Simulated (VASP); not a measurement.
# Li (I4_1/amd) in VASP: a series of runs

Li is run at these levels: PBEsol; tasks: single point, relaxation of cell and atoms.

Program: VASP 6.6.1. These are calculated values, not measurements. Logs are shortened: lines on timing, memory, paths and dates and some standing lists are left out, and cuts for length are marked.

**1. The cell of the first run**

It takes space group I4_1/amd (No. 141, tetragonal). Conventional cell: a = 3.810 Å, b = 3.810 Å, c = 2.241 Å, α = 90.00°, β = 90.00°, γ = 90.00°. Within 2.6 Å of Li (site symmetry -4m2) lie 10 Li at 1.99 to 2.54 Å.

**2. Single point, PBEsol**

Contents of INCAR:

```
SYSTEM = Li
PREC = Accurate
ENCUT = 520
EDIFF = 1E-6
ISMEAR = -1
SIGMA = 0.1
LREAL = .FALSE.
LASPH = .TRUE.
NELM = 80
ALGO = Normal
ISIF = 2
LWAVE = .FALSE.
LCHARG = .TRUE.
GGA = PS
LELF = .TRUE.
LVHAR = .TRUE.
NBANDS = 10
```

Contents of KPOINTS:

```
Automatic mesh
0
G
  20 20 20
  0 0 0
```

Contents of POSCAR:

```
Li
1.0
   -1.9050066515      1.9050066515      1.1202673011
    1.9050066515     -1.9050066515      1.1202673011
    1.9050066515      1.9050066515     -1.1202673011
Li
2
Direct
   -0.3750000000     -0.1250000000     -0.2500000000
    0.3750000000      0.1250000000      0.2500000000
```

Potentials or basis: VASP PAW PBE potentials, release 64 (Li_sv).

Launch:

```console
$ cat potpaw_PBE.64/Li_sv/POTCAR > POTCAR
$ mpirun -np 1 vasp_std > vasp.out
```

OUTCAR:

```text
SYSTEM = Li
   PREC = Accurate
   ENCUT = 520
   EDIFF = 1E-6
   ISMEAR = -1
   LREAL = .FALSE.
   LASPH = .TRUE.
   NELM = 80
   ISIF = 2
   GGA = PS

 ion  position               nearest neighbor table
   1  0.625  0.875  0.750-   2 1.99   2 1.99   2 1.99   2 1.99   2 2.54   2 2.54   2 2.54   2 2.54

   2  0.375  0.125  0.250-   1 1.99   1 1.99   1 1.99   1 1.99   1 2.54   1 2.54   1 2.54   1 2.54

  LATTYP: Found a body centered tetragonal cell.
 ALAT       =     3.8100133030
 C/A-ratio  =     0.5880647714

  Lattice vectors:

 A1 = (  -1.9050066515,   1.9050066515,   1.1202673011)
 A2 = (   1.9050066515,  -1.9050066515,   1.1202673011)
 A3 = (   1.9050066515,   1.9050066515,  -1.1202673011)

Analysis of symmetry for initial positions (statically):
=====================================================================
 Subroutine PRICEL returns:
 Original cell was already a primitive cell.

 Routine SETGRP: Setting up the symmetry group for a
 body centered tetragonal supercell.

 Subroutine GETGRP returns: Found 16 space group operations
 (whereof  4 operations were pure point group operations)
 out of a pool of 16 trial point group operations.

The static configuration has the point symmetry C_2h.
 The point group associated with its full space group is D_4h.

Analysis of symmetry for dynamics (positions and initial velocities):
=====================================================================
 Subroutine PRICEL returns:
 Original cell was already a primitive cell.

 Routine SETGRP: Setting up the symmetry group for a
 body centered tetragonal supercell.

 Subroutine GETGRP returns: Found 16 space group operations
 (whereof  4 operations were pure point group operations)
 out of a pool of 16 trial point group operations.

The dynamic configuration has the point symmetry C_2h.
 The point group associated with its full space group is D_4h.

 Subroutine INISYM returns: Found 16 space group operations
 (whereof  4 operations are pure point group operations),
 and found     1 'primitive' translations

----------------------------------------------------------------------------------------

                                     Primitive cell

  volume of cell :      16.2620

  direct lattice vectors                    reciprocal lattice vectors
    -1.905006651  1.905006651  1.120267301     0.000000000  0.262466275  0.446322051
     1.905006651 -1.905006651  1.120267301     0.262466275  0.000000000  0.446322051
     1.905006651  1.905006651 -1.120267301     0.262466275  0.262466275  0.000000000

  length of vectors
     2.917721630  2.917721630  2.917721630     0.517775935  0.517775935  0.371183366

  position of ions in fractional coordinates (direct lattice)
     0.625000000  0.875000000  0.750000000
     0.375000000  0.125000000  0.250000000

  ion indices of the primitive-cell ions
   primitive index   ion index
                 1           1
                 2           2

----------------------------------------------------------------------------------------

 KPOINTS: Automatic mesh

Automatic generation of k-mesh.
 Grid dimensions read from file:
 generate k-points for:   20   20   20

 Generating k-lattice:

  Cartesian coordinates                     Fractional coordinates (reciprocal lattice)
     0.000000000  0.013123314  0.022316103     0.050000000  0.000000000 -0.000000000
     0.013123314  0.000000000  0.022316103     0.000000000  0.050000000 -0.000000000
     0.013123314  0.013123314  0.000000000     0.000000000  0.000000000  0.050000000

  Length of vectors
     0.025888797  0.025888797  0.018559168

  Shift w.r.t. Gamma in fractional coordinates (k-lattice)
     0.000000000  0.000000000  0.000000000

 Subroutine IBZKPT returns following result:
 ===========================================

 Found    641 irreducible k-points:

 Following reciprocal coordinates:
            Coordinates               Weight
  0.000000  0.000000  0.000000      1.000000
  0.050000  0.000000 -0.000000      8.000000
  0.100000  0.000000 -0.000000      8.000000
  0.150000  0.000000  0.000000      8.000000
  0.200000  0.000000 -0.000000      8.000000
  0.250000 -0.000000  0.000000      8.000000
[... 16 lines left out ...]
 -0.400000  0.050000  0.000000     16.000000
 -0.350000  0.050000  0.000000     16.000000
 [... further k-points ...]
   k-points           NKPTS =    641   k-points in BZ     NKDIM =    641   number of bands    NBANDS=     10
   number of dos      NEDOS =    301   number of ions     NIONS =      2
   total plane-waves  NPLWV =  13824
   dimension x,y,z NGX =    24 NGY =   24 NGZ =   24
   dimension x,y,z NGXF=    48 NGYF=   48 NGZF=   48
   ions per type =               2
   NGX,Y,Z   is equivalent  to a cutoff of  13.67, 13.67, 13.67 a.u.
   NGXF,Y,Z  is equivalent  to a cutoff of  27.35, 27.35, 27.35 a.u.
 SYSTEM =  Li
   PREC   = accura    normal or accurate (medium, high low for compatibility)
   ISTART =      0    job   : 0-new  1-cont  2-samecut
   ICHARG =      2    charge: 1-file 2-atom 10-const
   ISPIN  =      1    spin polarized calculation?
   LNONCOLLINEAR =      F non collinear calculations
   LSORBIT =      F    spin-orbit coupling
   LASPH  =      T    aspherical Exc in radial PAW
   ENCUT  =  520.0 eV  38.22 Ry    6.18 a.u.   5.43  5.43  5.43*2*pi/ulx,y,z
   NELM   =     80;   NELMIN=  2; NELMDL= -5     # of ELM steps
   EDIFF  = 0.1E-05   stopping-criterion for ELM
   LREAL  =      F    real-space projection
   EDIFFG = 0.1E-04   stopping-criterion for IOM
   NSW    =      0    number of steps for IOM
   IBRION =     -1    ionic relax: 0-MD 1-quasi-New 2-CG
   NFREE  =      0    steps in history (QN), initial steepest desc. (CG)
   ISIF   =      2    stress and relaxation
   ISYM   =      2    0-nonsym 1-usesym 2-fastsym
   POTIM  = 0.5000    time-step for ionic-motion
   TEBEG  =    0.0;   TEEND  =   0.0 temperature during run
   PSTRESS=    0.0 pullay stress
   NELECT =       6.0000    total number of electrons
   NUPDOWN=      -1.0000    fix difference up-down
   EMIN   =  10.00;   EMAX   =-10.00  energy-range for DOS
   EFERMI =   0.00;   METHOD = LEGACY
   ISMEAR =    -1;   SIGMA  =   0.10  broadening in eV -4-tet -1-fermi 0-gaus
   EFERMI_NEDOS =   21; number of points for ismear=-14 and -15
   IALGO  =     38    algorithm
   IMIX   =      4    mixing-type and parameters
     AMIX     =   0.40;   BMIX     =  1.00
     AMIX_MAG =   1.60;   BMIX_MAG =  1.00
  volume/ion in A,a.u.               =       8.13        54.87
  Fermi-wavevector in a.u.,A,eV,Ry     =   1.174177  2.218873 18.758250  1.378692
  Thomas-Fermi vector in A             =   2.310579
   LORBIT       =      0    0 simple, 1 ext, 2 COOP (PROOUT), +10 PAW based schemes
   GGA     = PS    functional components
   LHFCALC =     F    Hartree Fock is set to
   AEXX    =    0.0000 exact exchange contribution
   IVDW    =     0    specifies the selected vdW correction
   LEPSILON=     F    determine dielectric tensor
   LRPA    =     F    only Hartree local field effects (RPA)
 non-spin polarized calculation
  energy-cutoff  :      520.00
  volume of cell :       16.26
 maximum number of plane-waves:       452
 NGX is ok and might be reduce to    24
   NGX = 11   NGY = 11   NGZ = 11

 number of electron       5.9999993 magnetization

 Free energy of the ion-electron system (eV)
  ---------------------------------------------------
  ext. energy  EPLUGINS =         0.00000000
  ---------------------------------------------------
  free energy    TOTEN  =        -1.76852208 eV

  energy without entropy =       -1.74485695  energy(sigma->0) =       -1.75668952

 E-fermi :   4.2015     XC(G=0):  -9.6774

 val. band max:        4.1876610151   @ k =  -0.2500  -0.3000   0.1500
 cond. band min:       4.2023872911   @ k =  -0.2500  -0.3000   0.0500
 fundamental gap:      0.0147262760
 Fermi energy:         4.2014507960

 k-point     1 :       0.0000    0.0000    0.0000
  band No.  band energies     occupation
      1     -41.1973      2.00000
      2     -40.3430      2.00000
      3       0.5300      2.00000
      4      11.6782      0.00000
      5      11.6782      0.00000
      6      15.3848      0.00000
      7      23.3482      0.00000
      8      27.1095      0.00000
      9      27.1838      0.00000
     10      28.6567      0.00000

 k-point     2 :       0.0500    0.0000   -0.0000
  band No.  band energies     occupation
      1     -41.1882      2.00000
      2     -40.3441      2.00000
      3       0.5635      2.00000
      4      11.5074      0.00000
      5      11.7498      0.00000
      6      15.7485      0.00000
      7      22.5576      0.00000
      8      26.6232      0.00000
      9      27.6136      0.00000
     10      28.2040      0.00000

 k-point     3 :       0.1000    0.0000   -0.0000
  band No.  band energies     occupation
      1     -41.1609      2.00000
      2     -40.3474      2.00000
      3       0.6690      2.00000
      4      11.1464      0.00000
      5      11.9499      0.00000
      6      16.6846      0.00000
      7      21.0145      0.00000
      8      25.2116      0.00000
      9      26.6436      0.00000
     10      26.7479      0.00000

 k-point     4 :       0.1500    0.0000    0.0000
  band No.  band energies     occupation
      1     -41.1178      2.00000
      2     -40.3530      2.00000
      3       0.8507      2.00000
      4      10.7981      0.00000
      5      12.2427      0.00000
      6      17.9740      0.00000
      7      19.2990      0.00000
      8      23.4663      0.00000
      9      24.7839      0.00000
     10      25.3901      0.00000
[... 222 lines left out ...]
 k-point    22 :      -0.4500    0.0500    0.0000
  band No.  band energies     occupation
      1     -40.7937      2.00000
      2     -40.4354      2.00000
      3       3.1820      1.99993
      4       9.3631      0.00000
      5      10.7586      0.00000
      6      14.0643      0.00000
      7      16.3811      0.00000
      8      18.8585      0.00000
      9      24.8012      0.00000
     10      28.7208      0.00000

 k-point    23 :      -0.4000    0.0500    0.0000
  band No.  band energies     occupation
      1     -40.8438      2.00000
      2     -40.4228      2.00000
      3       2.6196      2.00000
      4       9.8526      0.00000
      5      10.9795      0.00000
      6      14.3665      0.00000
      7      17.4999      0.00000
      8      19.2061      0.00000
      9      24.1243      0.00000
     10      27.5460      0.00000

 k-point    24 :      -0.3500    0.0500    0.0000
  band No.  band energies     occupation
      1     -40.9059      2.00000
      2     -40.4083      2.00000
      3       2.0761      2.00000
      4       9.7307      0.00000
      5      11.9558      0.00000
      6      14.8111      0.00000
      7      18.7425      0.00000
      8      19.8841      0.00000
      9      23.7328      0.00000
     10      25.4167      0.00000

 [... further k-points ...]
[... 5 lines left out ...]
  --------------------------------------------------------------------------------------
  -------------------------------------------------------------------------------------
  Total        5.2382680      5.2382680      5.2399767      0.0000000      0.0000000      0.0000000
  in kB      516.0878735    516.0878735    516.2562189      0.0000000      0.0000000      0.0000000
  external PRESSURE =     516.1439887 kB  Pullay stress =       0.0000000 kB

 VOLUME and BASIS-vectors are now :
 -----------------------------------------------------------------------------
  energy-cutoff  :      520.00
  volume of cell :       16.26
      direct lattice vectors                 reciprocal lattice vectors
    -1.905006651  1.905006651  1.120267301     0.000000000  0.262466275  0.446322051
     1.905006651 -1.905006651  1.120267301     0.262466275  0.000000000  0.446322051
     1.905006651  1.905006651 -1.120267301     0.262466275  0.262466275  0.000000000

 POSITION                                       TOTAL-FORCE (eV/Angst)
 -----------------------------------------------------------------------------------
      1.90501      0.95250      0.84020         0.000000     -0.000000     -0.000000
      0.00000      0.95250      0.28007        -0.000000      0.000000      0.000000
 -----------------------------------------------------------------------------------
    total drift:                               -0.000000      0.000000     -0.000000

  FREE ENERGIE OF THE ION-ELECTRON SYSTEM (eV)
  ---------------------------------------------------
  free  energy   TOTEN  =        -1.7685220845 eV

  energy  without entropy=       -1.7448569495  energy(sigma->0) =       -1.75668952
```

Run time: 1.9 min. Hardware: 1 thread of Intel Xeon Platinum 8375C at 2.90GHz (Ice Lake), shared host; peak memory 0.2 GiB.

Results:

```
Free energy            : -1.7685 eV
Band gap on the k mesh : zero (band 3 reaches 5.84 eV, above the bottom of band 4 at 3.00 eV)
```

Levels at points of the mesh, in eV from the Fermi level:
```
           k point  band 1  band 2  band 3  band 4  band 5  band 6  band 7
(0.00, 0.00, 0.00)  -45.40  -44.54   -3.67    7.48    7.48   11.18   19.15
(0.50, 0.00, 0.00)  -44.96  -44.64   -0.50    4.36    7.56    9.78   10.30
(0.50, 0.50, 0.00)  -44.95  -44.95   -1.20   -1.20   12.43   12.43   18.87
(0.50, 0.50, 0.50)  -44.92  -44.92   -1.06   -1.06    7.64    7.64   18.82
```

Caveat: the cutoff is under 1.25 times the usual one of these potentials, so pressure, stress and relaxed cells hold a basis-set (Pulay) error; the PAW data sets were made with another functional, which shifts forces and pressure a little.

[end of part 1 of 2]
